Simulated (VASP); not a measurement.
# GaN in VASP: a series of runs

Runs on GaN. Level: PBEsol. Tasks: electric field gradients.

Program: VASP 6.6.1. These are calculated values, not measurements. Logs are shortened: lines on timing, memory, paths and dates and some standing lists are left out, and cuts for length are marked.

## (1) The cell of the first run

It takes space group I4/mmm (No. 139, tetragonal). Conventional cell: a = 2.818 Å, b = 2.818 Å, c = 4.065 Å, α = 90.00°, β = 90.00°, γ = 90.00°. Within 2.6 Å of Ga (site symmetry 4/mmm) lie 6 N at 1.99 to 2.03 Å. Within 2.6 Å of N (site symmetry 4/mmm) lie 6 Ga at 1.99 to 2.03 Å.

## (2) Electric field gradients, PBEsol (zz strain of +2 %)

File INCAR:

```
SYSTEM = GaN
ALGO     = Normal         ! electronic algorithm
EDIFF    = 1E-8           ! SCF threshold, eV
ENCUT    = 520            ! plane-wave cutoff, eV
GGA      = PS             ! functional
ISIF     = 2              ! what is computed and relaxed
ISMEAR   = -1             ! smearing method
LASPH    = .TRUE.         ! aspherical terms in the spheres
LCHARG   = .FALSE.        ! write CHGCAR
LEFG     = .TRUE.       
LREAL    = .FALSE.        ! projectors in reciprocal space
LWAVE    = .FALSE.        ! write WAVECAR
NBANDS   = 16             ! bands
NELM     = 60             ! most SCF steps
PREC     = Accurate       ! precision mode
SIGMA    = 0.02           ! smearing width, eV
```

File KPOINTS:

```
k-points
0
G
  13 13 13
  0 0 0
```

File POSCAR:

```
GaN
1.0
    0.0000000000      1.9925000000      2.0323500000
    1.9925000000      0.0000000000      2.0323500000
    1.9925000000      1.9925000000      0.0000000000
Ga N
1 1
Direct
    0.5000000000      0.5000000000      0.5000000000
    0.0000000000      0.0000000000      0.0000000000
```

Potentials or basis: VASP PAW PBE potentials, release 64 (Ga_d, N).

On the command line:

```console
$ cat potpaw_PBE.64/Ga_d/POTCAR potpaw_PBE.64/N/POTCAR > POTCAR
$ mpirun -np 1 vasp_std > vasp.out
```

OUTCAR:

```text
SYSTEM = GaN
   EDIFF = 1E-8
   ENCUT = 520
   GGA = PS
   ISIF = 2
   ISMEAR = -1
   LASPH = .TRUE.
   LREAL = .FALSE.
   NELM = 60
   PREC = Accurate

 ion  position               nearest neighbor table
   1  0.500  0.500  0.500-   2 1.99   2 1.99   2 1.99   2 1.99   2 2.03   2 2.03
   2  0.000  0.000  0.000-   1 1.99   1 1.99   1 1.99   1 1.99   1 2.03   1 2.03

  LATTYP: Found a body centered tetragonal cell.
 ALAT       =     2.8178205230
 C/A-ratio  =     1.4424978336

  Lattice vectors:

 A1 = (  -1.9925000000,   0.0000000000,   2.0323500000)
 A2 = (   1.9925000000,   0.0000000000,   2.0323500000)
 A3 = (   0.0000000000,   1.9925000000,  -2.0323500000)

Analysis of symmetry for initial positions (statically):
=====================================================================
 Subroutine PRICEL returns:
 Original cell was already a primitive cell.

 Routine SETGRP: Setting up the symmetry group for a
 body centered tetragonal supercell.

 Subroutine GETGRP returns: Found 16 space group operations
 (whereof 16 operations were pure point group operations)
 out of a pool of 16 trial point group operations.

The static configuration has the point symmetry D_4h.

Analysis of symmetry for dynamics (positions and initial velocities):
=====================================================================
 Subroutine PRICEL returns:
 Original cell was already a primitive cell.

 Routine SETGRP: Setting up the symmetry group for a
 body centered tetragonal supercell.

 Subroutine GETGRP returns: Found 16 space group operations
 (whereof 16 operations were pure point group operations)
 out of a pool of 16 trial point group operations.

The dynamic configuration has the point symmetry D_4h.

 Subroutine INISYM returns: Found 16 space group operations
 (whereof 16 operations are pure point group operations),
 and found     1 'primitive' translations

----------------------------------------------------------------------------------------

                                     Primitive cell

  volume of cell :      16.1371

  direct lattice vectors                    reciprocal lattice vectors
     0.000000000  1.992500000  2.032350000    -0.250941029  0.250941029  0.246020617
     1.992500000  0.000000000  2.032350000     0.250941029 -0.250941029  0.246020617
     1.992500000  1.992500000  0.000000000     0.250941029  0.250941029 -0.246020617

[... 117 lines left out ...]
 maximum number of plane-waves:       448
 NGX is ok and might be reduce to    24
   NGX = 11   NGY = 11   NGZ = 11

 number of electron      18.0000003 magnetization

 Free energy of the ion-electron system (eV)
  ---------------------------------------------------
  ext. energy  EPLUGINS =         0.00000000
  ---------------------------------------------------
  free energy    TOTEN  =       -11.88467372 eV

  energy without entropy =      -11.88467372  energy(sigma->0) =      -11.88467372

 E-fermi :  10.4559     XC(G=0): -14.2066

 val. band max:        9.9477897229   @ k =  -0.2308   0.1538   0.0000
 cond. band min:      11.4902886076   @ k =   0.4615   0.0000   0.4615
 fundamental gap:      1.5424988847
 Fermi energy:        10.4558674338

 k-point     1 :       0.0000    0.0000    0.0000
  band No.  band energies     occupation
      1      -9.1471      2.00000
      2      -4.0675      2.00000
      3      -4.0444      2.00000
      4      -4.0444      2.00000
      5      -3.9230      2.00000
      6      -3.8889      2.00000
[... 433 lines left out ...]
      3      -4.1780      2.00000
      4      -4.0748      2.00000
      5      -3.6940      2.00000
      6      -3.3614      2.00000
[... 8 lines left out ...]
     15      32.2299      0.00000
     16      35.7713      0.00000

 [... further k-points ...]
[... 5 lines left out ...]
  --------------------------------------------------------------------------------------
  -------------------------------------------------------------------------------------
  Total        5.4002201      5.4002201      4.5085026      0.0000000     -0.0000000      0.0000000
  in kB      536.1630558    536.1630558    447.6285152      0.0000000     -0.0000000      0.0000000
  external PRESSURE =     506.6515423 kB  Pullay stress =       0.0000000 kB

 VOLUME and BASIS-vectors are now :
 -----------------------------------------------------------------------------
  energy-cutoff  :      520.00
  volume of cell :       16.14
      direct lattice vectors                 reciprocal lattice vectors
     0.000000000  1.992500000  2.032350000    -0.250941029  0.250941029  0.246020617
     1.992500000  0.000000000  2.032350000     0.250941029 -0.250941029  0.246020617
     1.992500000  1.992500000  0.000000000     0.250941029  0.250941029 -0.246020617

 POSITION                                       TOTAL-FORCE (eV/Angst)
 -----------------------------------------------------------------------------------
      1.99250      1.99250      2.03235         0.000000      0.000000      0.000000
      0.00000      0.00000      0.00000         0.000000      0.000000     -0.000000
 -----------------------------------------------------------------------------------
    total drift:                                0.000000     -0.000000      0.000000

  FREE ENERGIE OF THE ION-ELECTRON SYSTEM (eV)
  ---------------------------------------------------
  free  energy   TOTEN  =       -11.8846737163 eV

  energy  without entropy=      -11.8846737163  energy(sigma->0) =      -11.88467372

 Electric field gradients (V/A^2)
---------------------------------------------------------------------
 ion       V_xx      V_yy      V_zz      V_xy      V_xz      V_yz
---------------------------------------------------------------------
   1      -9.812    -9.812    19.624    -0.003    -0.001    -0.001
   2       0.222     0.222    -0.444    -0.000    -0.000    -0.000
---------------------------------------------------------------------

 Electric field gradients after diagonalization (V/A^2)
 (convention: |V_zz| > |V_xx| > |V_yy|)
----------------------------------------------------------------------
 ion       V_xx      V_yy      V_zz     asymmetry (V_yy - V_xx)/ V_zz
----------------------------------------------------------------------
   1      -9.815    -9.809    19.624       0.000
   2       0.222     0.222    -0.444       0.000
----------------------------------------------------------------------

           NMR quadrupolar parameters

 Cq : quadrupolar parameter    Cq=e*Q*V_zz/h
 eta: asymmetry parameters     (V_yy - V_xx)/ V_zz
 Q  : nuclear electric quadrupole moment in mb (millibarn)
----------------------------------------------------------------------
 ion       Cq(MHz)       eta       Q (mb)
----------------------------------------------------------------------
   1       0.047       0.000       1.000
   2      -0.001       0.000       1.000
----------------------------------------------------------------------
```

OSZICAR:

```text
N       E                     dE             d eps       ncg     rms          rms(c)
DAV:   1     0.733920057892E+02    0.73392E+02   -0.88279E+03  6976   0.224E+03
DAV:   2    -0.964332128870E+01   -0.83035E+02   -0.77527E+02  7288   0.326E+02
DAV:   3    -0.137125179081E+02   -0.40692E+01   -0.40553E+01  7232   0.620E+01
DAV:   4    -0.137463953069E+02   -0.33877E-01   -0.33874E-01  7864   0.579E+00
DAV:   5    -0.137467089391E+02   -0.31363E-03   -0.31363E-03  7536   0.525E-01    0.743E+00
DAV:   6    -0.119424975138E+02    0.18042E+01   -0.35833E+00  9328   0.462E+01    0.249E+00
DAV:   7    -0.119088701785E+02    0.33627E-01   -0.26647E-01  7256   0.493E+00    0.160E+00
DAV:   8    -0.118861947028E+02    0.22675E-01   -0.22656E-02  8720   0.244E+00    0.363E-01
DAV:   9    -0.118847484122E+02    0.14463E-02   -0.52012E-03  8496   0.227E+00    0.793E-02
DAV:  10    -0.118846736779E+02    0.74734E-04   -0.32609E-04  7168   0.234E-01    0.214E-02
DAV:  11    -0.118846728675E+02    0.81039E-06   -0.33648E-05  8392   0.813E-02    0.152E-02
DAV:  12    -0.118846736932E+02   -0.82568E-06   -0.74203E-07  8000   0.102E-02    0.403E-03
DAV:  13    -0.118846737098E+02   -0.16598E-07   -0.14597E-08  6488   0.221E-03    0.197E-03
DAV:  14    -0.118846737163E+02   -0.64865E-08   -0.10897E-08  5112   0.864E-04
   1 F= -.11884674E+02 E0= -.11884674E+02  d E =-.391312E-13
```

stdout:

```text
POSCAR found type information on POSCAR GaN
 POSCAR found :  2 types and       2 ions
 scaLAPACK will be used
 -----------------------------------------------------------------------------
|                                                                             |
|                                                                             |
|     You enforced a specific xc type in the INCAR file but a different       |
|     I HOPE YOU KNOW WHAT YOU ARE DOING!                                     |
|                                                                             |
 -----------------------------------------------------------------------------

 LDA part: xc-table for (Slater+PW92), standard interpolation
 POSCAR, INCAR and KPOINTS ok, starting setup
 FFT: planning ... GRIDC
 FFT: planning ... GRID_SOFT
 FFT: planning ... GRID
 WAVECAR not read
 entering main loop
ion   1

ion   2
```

Wall time 47 s (1 thread of Intel Xeon Platinum 8259CL at 2.50GHz (Skylake/Cascade Lake), shared host); peak memory 0.18 GiB.

What came out:

```
Free energy            : -11.8847 eV
Pressure               : 50.7 GPa
Band gap on the k mesh : 1.54 eV, indirect (least direct gap 4.80 eV)
```

Stress tensor (GPa, compression positive):
```
53.62  0.00  0.00
 0.00 53.62  0.00
 0.00  0.00 44.76
```

Electric field gradients, principal values (V/Å²):
| atom | least | middle | greatest (by size) |
| --- | --- | --- | --- |
| 1 Ga | -9.809 | -9.815 | 19.624 |
| 2 N | 0.222 | 0.222 | -0.444 |

Caveat: the cell differs from its parent crystal (zz strain of +2 %); without QUAD_EFG the Cq values of the log hold for a quadrupole moment of 1 mb, not for the nuclei; the PAW data sets were made with another functional, which shifts forces and pressure a little. A k mesh can miss the band edges.

## (3) Electric field gradients, PBEsol (equal xx and yy strain of +3 %)

File INCAR:

```
SYSTEM = GaN
PREC = Accurate
ENCUT = 520
EDIFF = 1E-8
ISMEAR = -1
SIGMA = 0.02
LREAL = .False.
LASPH = .True.
NELM = 60
ALGO = Normal
ISIF = 2
LWAVE = .False.
LCHARG = .False.
GGA = PS
LEFG = .True.
NBANDS = 16
```

File KPOINTS:

```
regular mesh
0
Gamma
  13 13 13
  0 0 0
```

File POSCAR:

```
GaN
1.0
    0.0000000000      2.0522750000      1.9925000000
    2.0522750000      0.0000000000      1.9925000000
    2.0522750000      2.0522750000      0.0000000000
Ga N
1 1
Direct
    0.5000000000      0.5000000000      0.5000000000
    0.0000000000      0.0000000000      0.0000000000
```

Potentials or basis: VASP PAW PBE potentials, release 64 (Ga_d, N).

On the command line:

```console
$ cat potpaw_PBE.64/Ga_d/POTCAR potpaw_PBE.64/N/POTCAR > POTCAR
$ mpirun -np 1 vasp_std > vasp.out
```

OUTCAR:

```text
SYSTEM = GaN
   PREC = Accurate
   ENCUT = 520
   EDIFF = 1E-8
   ISMEAR = -1
   LREAL = .False.
   LASPH = .True.
   NELM = 60
   ISIF = 2
   GGA = PS

 ion  position               nearest neighbor table
   1  0.500  0.500  0.500-   2 1.99   2 1.99   2 2.05   2 2.05   2 2.05   2 2.05
   2  0.000  0.000  0.000-   1 1.99   1 1.99   1 2.05   1 2.05   1 2.05   1 2.05

  LATTYP: Found a body centered tetragonal cell.
 ALAT       =     2.9023551387
 C/A-ratio  =     1.3730228761

  Lattice vectors:

 A1 = (   0.0000000000,  -2.0522750000,  -1.9925000000)
 A2 = (   0.0000000000,   2.0522750000,  -1.9925000000)
 A3 = (   2.0522750000,   0.0000000000,   1.9925000000)

Analysis of symmetry for initial positions (statically):
=====================================================================
 Subroutine PRICEL returns:
 Original cell was already a primitive cell.

 Routine SETGRP: Setting up the symmetry group for a
[... 645 lines left out ...]
  energy-cutoff  :      520.00
  volume of cell :       16.78
      direct lattice vectors                 reciprocal lattice vectors
     0.000000000  2.052275000  1.992500000    -0.243632067  0.243632067  0.250941029
     2.052275000  0.000000000  1.992500000     0.243632067 -0.243632067  0.250941029
     2.052275000  2.052275000  0.000000000     0.243632067  0.243632067 -0.250941029

 POSITION                                       TOTAL-FORCE (eV/Angst)
 -----------------------------------------------------------------------------------
      2.05227      2.05227      1.99250        -0.000000      0.000000     -0.000000
      0.00000      0.00000      0.00000         0.000000     -0.000000      0.000000
 -----------------------------------------------------------------------------------
    total drift:                                0.000000     -0.000000      0.000000

  FREE ENERGIE OF THE ION-ELECTRON SYSTEM (eV)
  ---------------------------------------------------
  free  energy   TOTEN  =       -12.0500016449 eV

  energy  without entropy=      -12.0500016449  energy(sigma->0) =      -12.05000164

 Electric field gradients (V/A^2)
---------------------------------------------------------------------
 ion       V_xx      V_yy      V_zz      V_xy      V_xz      V_yz
---------------------------------------------------------------------
   1      14.111    14.111   -28.223     0.001    -0.001    -0.001
   2      -0.629    -0.629     1.258    -0.000    -0.000    -0.000
---------------------------------------------------------------------

 Electric field gradients after diagonalization (V/A^2)
 (convention: |V_zz| > |V_xx| > |V_yy|)
----------------------------------------------------------------------
 ion       V_xx      V_yy      V_zz     asymmetry (V_yy - V_xx)/ V_zz
----------------------------------------------------------------------
   1      14.112    14.111   -28.223       0.000
   2      -0.629    -0.629     1.258       0.000
----------------------------------------------------------------------

           NMR quadrupolar parameters

 Cq : quadrupolar parameter    Cq=e*Q*V_zz/h
 eta: asymmetry parameters     (V_yy - V_xx)/ V_zz
 Q  : nuclear electric quadrupole moment in mb (millibarn)
----------------------------------------------------------------------
 ion       Cq(MHz)       eta       Q (mb)
----------------------------------------------------------------------
   1      -0.068       0.000       1.000
   2       0.003       0.000       1.000
----------------------------------------------------------------------
```

It took 64 s on 1 thread of Intel Xeon Platinum 8259CL at 2.50GHz (Skylake/Cascade Lake), shared host; peak memory 0.18 GiB.

Results:

- Free energy: -12.0500 eV
- Pressure: 34.9 GPa
- Band gap on the k mesh: 1.16 eV, indirect (least direct gap 4.25 eV)

Electric field gradients, principal values (V/Å²):
| atom | least | middle | greatest (by size) |
| --- | --- | --- | --- |
| 1 Ga | 14.111 | 14.112 | -28.223 |
| 2 N | -0.629 | -0.629 | 1.258 |

Caveat: the cell differs from its parent crystal (equal xx and yy strain of +3 %); without QUAD_EFG the Cq values of the log hold for a quadrupole moment of 1 mb, not for the nuclei; the PAW data sets were made with another functional, which shifts forces and pressure a little.

[end of part 1 of 3]
